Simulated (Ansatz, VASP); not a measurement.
# H in VASP and in Ansatz

```
H
1.0
     5.56560    0.00000    0.00000
    -2.78280    4.81995    0.00000
     0.00000    0.00000    4.42330
H
2
Cartesian
  0.0000 3.2133 1.1058
  2.7828 1.6067 3.3175
```

Alike in both runs: task single point; functional PBE; k mesh 6 × 6 × 6; occupations gaussian, width 0.05 eV; collinear spin.

|  | VASP | Ansatz |
| --- | --- | --- |
| version | VASP 6.6.1 | Ansatz 0.2.0 |
| potentials or method | VASP PAW PBE potentials, release 64 (H), cutoff 520 eV | scalar-relativistic, plane waves, PAW |
| valence electrons in the cell | 2 | 2 |

Ansatz gave:

- gap on the k mesh at the Fermi level (eV): 6.47
- least direct gap on the mesh (eV): 6.47
- pressure (GPa): 0.0
- net moment per atom (μB): 1.00
- size of the moment on the site where the two differ most (μB): 0.95

Q: Which values does VASP return?

A: gap on the k mesh at the Fermi level (eV): 6.82; least direct gap on the mesh (eV): 7.21; pressure (GPa): 0.0; net moment per atom (μB): 1.00; size of the moment on the site where the two differ most (μB): 0.38.

Site moments also hang on the region over which each program counts them. Ansatz's warnings: band edge not confirmed under output density, nearly empty spin channel levels not settled.
